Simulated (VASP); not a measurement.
# BN (Fmm2) in VASP: further runs, part 2 of 2

VASP 6.6.1.

## Step 4: Single point, PBE

Input file INCAR:

```
SYSTEM = BN
PREC = Accurate ; ENCUT = 520
EDIFF = 1E-6 ; ISMEAR = 0
SIGMA = 0.02 ; LREAL = .False.
LASPH = .True. ; NELM = 80
ALGO = Normal ; ISIF = 2
LWAVE = .False. ; LCHARG = .False.
GGA = PE ; NBANDS = 11
```

Input file KPOINTS:

```
Automatic mesh
0
Gamma
  4 4 4
  0 0 0
```

Input file POSCAR:

```
BN
1.0
    0.0000000000      3.4953158300      2.1660912400
    1.2516321000      0.0000000000      2.1660912400
    1.2516321000      3.4953158300      0.0000000000
B N
1 1
Direct
    0.0000486500      0.0000486500      0.9999513500
    0.6666513400      0.6666513400      0.3333486600
```

Potentials or basis: VASP PAW PBE potentials, release 64 (B, N).

The run is started by

```bash
cat potpaw_PBE.64/B/POTCAR potpaw_PBE.64/N/POTCAR > POTCAR
mpirun -np 1 vasp_std > vasp.out
```

OUTCAR:

```text
SYSTEM = BN
   PREC = Accurate
   ENCUT = 520
   EDIFF = 1E-6
   ISMEAR = 0
   LREAL = .False.
   LASPH = .True.
   NELM = 80
   ISIF = 2
   GGA = PE

 ion  position               nearest neighbor table
   1  0.000  0.000  1.000-   2 1.44   2 1.44   2 1.44
   2  0.667  0.667  0.333-   1 1.44   1 1.44   1 1.44

  LATTYP: Found a face centered orthorhombic cell.
 ALAT       =     2.5032642000
 B/A-ratio  =     1.7306133647
 C/A-ratio  =     2.7926064137

  Lattice vectors:

 A1 = (   0.0000000000,   3.4953158300,   2.1660912400)
 A2 = (  -1.2516321000,   3.4953158300,   0.0000000000)
 A3 = (  -1.2516321000,   0.0000000000,   2.1660912400)

Analysis of symmetry for initial positions (statically):
=====================================================================
 Subroutine PRICEL returns:
 Original cell was already a primitive cell.

 Routine SETGRP: Setting up the symmetry group for a
 face centered orthorhombic supercell.

 Subroutine GETGRP returns: Found  4 space group operations
 (whereof  4 operations were pure point group operations)
 out of a pool of  8 trial point group operations.

The static configuration has the point symmetry C_2v.

Analysis of symmetry for dynamics (positions and initial velocities):
=====================================================================
 Subroutine PRICEL returns:
 Original cell was already a primitive cell.

 Routine SETGRP: Setting up the symmetry group for a
 face centered orthorhombic supercell.

 Subroutine GETGRP returns: Found  4 space group operations
 (whereof  4 operations were pure point group operations)
 out of a pool of  8 trial point group operations.

The dynamic configuration has the point symmetry C_2v.

 Subroutine INISYM returns: Found  4 space group operations
 (whereof  4 operations are pure point group operations),
 and found     1 'primitive' translations

----------------------------------------------------------------------------------------

                                     Primitive cell

  volume of cell :      18.9526

  direct lattice vectors                    reciprocal lattice vectors
     0.000000000  3.495315830  2.166091240    -0.399478409  0.143048590  0.230830535
     1.251632100  0.000000000  2.166091240     0.399478409 -0.143048590  0.230830535
     1.251632100  3.495315830  0.000000000     0.399478409  0.143048590 -0.230830535

  length of vectors
     4.112077822  2.501706252  3.712656147     0.483041027  0.483041027  0.483041027

  position of ions in fractional coordinates (direct lattice)
     0.000048650  0.000048650  0.999951350
     0.666651340  0.666651340  0.333348660

  ion indices of the primitive-cell ions
   primitive index   ion index
                 1           1
                 2           2

----------------------------------------------------------------------------------------

 KPOINTS: Automatic mesh

Automatic generation of k-mesh.
 Grid dimensions read from file:
 generate k-points for:    4    4    4

 Generating k-lattice:

  Cartesian coordinates                     Fractional coordinates (reciprocal lattice)
[... 20 lines left out ...]
  0.250000  0.250000  0.000000      2.000000
  0.500000  0.250000 -0.000000      8.000000
 -0.250000  0.250000  0.000000      4.000000
[... 10 lines left out ...]
 -0.250000  0.250000  0.500000      2.000000
  0.000000  0.500000  0.500000      1.000000
   k-points           NKPTS =     18   k-points in BZ     NKDIM =     18   number of bands    NBANDS=     11
   number of dos      NEDOS =    301   number of ions     NIONS =      2
   total plane-waves  NPLWV =  17920
   dimension x,y,z NGX =    32 NGY =   20 NGZ =   28
   dimension x,y,z NGXF=    64 NGYF=   40 NGZF=   56
   ions per type =               1   1
   NGX,Y,Z   is equivalent  to a cutoff of  12.94, 13.29, 12.54 a.u.
   NGXF,Y,Z  is equivalent  to a cutoff of  25.87, 26.58, 25.08 a.u.
 SYSTEM =  BN
   PREC   = accura    normal or accurate (medium, high low for compatibility)
   ISTART =      0    job   : 0-new  1-cont  2-samecut
   ICHARG =      2    charge: 1-file 2-atom 10-const
   ISPIN  =      1    spin polarized calculation?
   LNONCOLLINEAR =      F non collinear calculations
   LSORBIT =      F    spin-orbit coupling
   LASPH  =      T    aspherical Exc in radial PAW
   ENCUT  =  520.0 eV  38.22 Ry    6.18 a.u.   7.65  4.65  6.90*2*pi/ulx,y,z
   NELM   =     80;   NELMIN=  2; NELMDL= -5     # of ELM steps
   EDIFF  = 0.1E-05   stopping-criterion for ELM
   LREAL  =      F    real-space projection
   EDIFFG = 0.1E-04   stopping-criterion for IOM
   NSW    =      0    number of steps for IOM
   IBRION =     -1    ionic relax: 0-MD 1-quasi-New 2-CG
   NFREE  =      0    steps in history (QN), initial steepest desc. (CG)
   ISIF   =      2    stress and relaxation
   ISYM   =      2    0-nonsym 1-usesym 2-fastsym
   POTIM  = 0.5000    time-step for ionic-motion
   TEBEG  =    0.0;   TEEND  =   0.0 temperature during run
   PSTRESS=    0.0 pullay stress
   NELECT =       8.0000    total number of electrons
   NUPDOWN=      -1.0000    fix difference up-down
   EMIN   =  10.00;   EMAX   =-10.00  energy-range for DOS
   EFERMI =   0.00;   METHOD = LEGACY
   ISMEAR =     0;   SIGMA  =   0.02  broadening in eV -4-tet -1-fermi 0-gaus
   EFERMI_NEDOS =   21; number of points for ismear=-14 and -15
   IALGO  =     38    algorithm
   IMIX   =      4    mixing-type and parameters
     AMIX     =   0.40;   BMIX     =  1.00
     AMIX_MAG =   1.60;   BMIX_MAG =  1.00
  volume/ion in A,a.u.               =       9.48        63.95
  Fermi-wavevector in a.u.,A,eV,Ry     =   1.228047  2.320672 20.518928  1.508099
  Thomas-Fermi vector in A             =   2.362987
   LORBIT       =      0    0 simple, 1 ext, 2 COOP (PROOUT), +10 PAW based schemes
   GGA     = PE    functional components
   LHFCALC =     F    Hartree Fock is set to
   AEXX    =    0.0000 exact exchange contribution
   IVDW    =     0    specifies the selected vdW correction
   LEPSILON=     F    determine dielectric tensor
   LRPA    =     F    only Hartree local field effects (RPA)
 non-spin polarized calculation
 Gauss-broadening in eV      SIGMA  =   0.02
  energy-cutoff  :      520.00
  volume of cell :       18.95
 maximum number of plane-waves:       529
 NGX is ok and might be reduce to    32
   NGX = 15   NGY =  9   NGZ = 13

 number of electron       8.0000000 magnetization

 Free energy of the ion-electron system (eV)
  ---------------------------------------------------
  ext. energy  EPLUGINS =         0.00000000
  ---------------------------------------------------
  free energy    TOTEN  =       -17.56995404 eV

  energy without entropy =      -17.56995404  energy(sigma->0) =      -17.56995404

 E-fermi :   1.5574     XC(G=0):  -9.7391

 val. band max:        1.4577611940   @ k =   0.5000   0.5000   0.0000
 cond. band min:       5.8279413118   @ k =   0.0000   0.5000   0.5000
 fundamental gap:      4.3701801178
 Fermi energy:         1.5574050152

 k-point     1 :       0.0000    0.0000    0.0000
  band No.  band energies     occupation
      1     -15.8850      2.00000
      2      -2.5001      2.00000
      3       0.5652      2.00000
      4       0.5723      2.00000
      5       6.8401      0.00000
      6      13.4971      0.00000
      7      13.5564      0.00000
      8      14.9538      0.00000
      9      16.4139      0.00000
     10      27.5836      0.00000
     11      28.7343      0.00000
[... 225 lines left out ...]
 k-point    18 :       0.0000    0.5000    0.5000
  band No.  band energies     occupation
      1     -12.6376      2.00000
      2      -6.9078      2.00000
      3      -2.2666      2.00000
      4       0.5237      2.00000
      5       5.8279      0.00000
      6      11.8801      0.00000
      7      16.4839      0.00000
      8      20.4657      0.00000
      9      21.3870      0.00000
     10      23.6222      0.00000
     11      26.2148      0.00000

------------------------ aborting loop because EDIFF is reached ----------------------------------------

  FORCE on cell =-STRESS in cart. coord.  units (eV):
  Direction    XX          YY          ZZ          XY          YZ          ZX
  --------------------------------------------------------------------------------------
  -------------------------------------------------------------------------------------
  Total        0.4653794      0.1860025      0.4768320      0.0000000      0.0000000      0.0000000
  in kB       39.3412281     15.7238750     40.3093791      0.0000000      0.0000000      0.0000000
  external PRESSURE =      31.7914941 kB  Pullay stress =       0.0000000 kB

 VOLUME and BASIS-vectors are now :
 -----------------------------------------------------------------------------
  energy-cutoff  :      520.00
  volume of cell :       18.95
      direct lattice vectors                 reciprocal lattice vectors
     0.000000000  3.495315830  2.166091240    -0.399478409  0.143048590  0.230830535
     1.251632100  0.000000000  2.166091240     0.399478409 -0.143048590  0.230830535
     1.251632100  3.495315830  0.000000000     0.399478409  0.143048590 -0.230830535

 POSITION                                       TOTAL-FORCE (eV/Angst)
 -----------------------------------------------------------------------------------
      1.25163      3.49532      0.00021         0.000000      0.000000      0.011505
      1.25163      3.49532      2.88806         0.000000      0.000000     -0.011505
 -----------------------------------------------------------------------------------
    total drift:                                0.000006     -0.000011     -0.000072

  FREE ENERGIE OF THE ION-ELECTRON SYSTEM (eV)
  ---------------------------------------------------
  free  energy   TOTEN  =       -17.5699540381 eV

  energy  without entropy=      -17.5699540381  energy(sigma->0) =      -17.56995404
```

stdout:

```text
POSCAR found type information on POSCAR B N
 POSCAR found :  2 types and       2 ions
 scaLAPACK will be used
 LDA part: xc-table for (Slater+PW92), standard interpolation
 POSCAR, INCAR and KPOINTS ok, starting setup
 FFT: planning ... GRIDC
 FFT: planning ... GRID_SOFT
 FFT: planning ... GRID
 WAVECAR not read
 entering main loop
```

Run time: 6.8 s. Hardware: 1 thread of Intel Xeon Platinum 8488C (Sapphire Rapids), shared host; peak memory 0.13 GiB.

What came out:

* Free energy: -17.5700 eV
* Pressure: 3.2 GPa
* Largest force: 0.012 eV/Å
* Band gap on the k mesh: 4.37 eV, indirect (least direct gap 5.30 eV)

Forces on the atoms (eV/Å):
```
B    0.000  0.000  0.012
N    0.000  0.000 -0.012
```

Stress tensor (GPa, compression positive):
```
3.93 0.00 0.00
0.00 1.57 0.00
0.00 0.00 4.03
```

Levels at points of the mesh, in eV from the valence-band top:
```csv
k point,band 2,band 3,band 4,band 5,band 6,band 7
"(0.00, 0.00, 0.00)",-3.96,-0.89,-0.89,5.38,12.04,12.10
"(0.50, 0.00, 0.00)",-8.46,-3.69,-0.49,5.16,10.34,13.85
"(0.50, 0.50, 0.00)",-8.55,-3.68,0.00,6.29,9.93,12.76
"(0.50, 0.00, 0.50)",-5.59,-0.91,-0.88,10.10,11.99,12.06
"(0.00, 0.50, 0.50)",-8.37,-3.72,-0.93,4.37,10.42,15.03
```

Caveat: the k points lie up to 0.76 Å⁻¹ apart. Expect the measured gap to be larger: semilocal functionals such as PBE lack the derivative discontinuity.

## Step 5: Overview

| k mesh | gap on the mesh (eV) | pressure (GPa) | largest force (eV/Å) |
| --- | --- | --- | --- |
| 18 × 18 × 18 | 3.83 | 3.3 | 0.01 |
| 1 × 1 × 1 | 4.98 | 38.9 | - |
| 4 × 4 × 4 | 4.37 | 3.2 | 0.01 |

Alike in all rows: task single point; level PBE; potentials or basis VASP PAW PBE potentials, release 64 (B, N); no spin polarisation; cell as given; cutoff (eV) 520; smearing gaussian 0.02 eV.

Caveats: some runs use coarse meshes.

Total energies depend on the potentials used, so only differences within one code and one set of settings carry meaning.
